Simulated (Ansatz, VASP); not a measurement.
# Na3HfZr: VASP beside Ansatz

```
Na Zr Hf
1.0
     5.37255    0.00000    0.00000
     0.00000    5.37255    0.00000
     0.00000    0.00000    5.37255
Na Zr Hf
3 1 1
Direct
  0.00000 0.50000 0.50000
  0.50000 0.00000 0.50000
  0.50000 0.50000 0.00000
  0.50000 0.50000 0.50000
  0.00000 0.00000 0.00000
```

Alike in both runs: functional PBE; k mesh 4 × 4 × 4; occupations gaussian, width 0.1 eV; no spin polarisation.

Ansatz relaxed the structure, and its values are those at the end. VASP's run is a single point on that final structure, the one shown.

```csv
,VASP,Ansatz
version,VASP 6.6.1,Ansatz 0.2.0
potentials or method,"VASP PAW PBE potentials, release 64 (Na_pv, Zr_sv, Hf_pv), cutoff 520 eV","scalar-relativistic, plane waves, PAW"
valence electrons in the cell,43,65
```

|  | VASP | Ansatz | Ansatz less VASP |
| --- | --- | --- | --- |
| gap on the k mesh at the Fermi level (eV) | none | none | - |
| pressure (GPa) | 0.1 | 0.0 | -0.03 |

A gap of «none» marks a metal or a gap that the smearing closes. VASP's potentials hold 43 valence electrons a cell and Ansatz's 65, so a difference there can come from the potentials and not from the codes.

Neither program's run includes spin-orbit coupling.
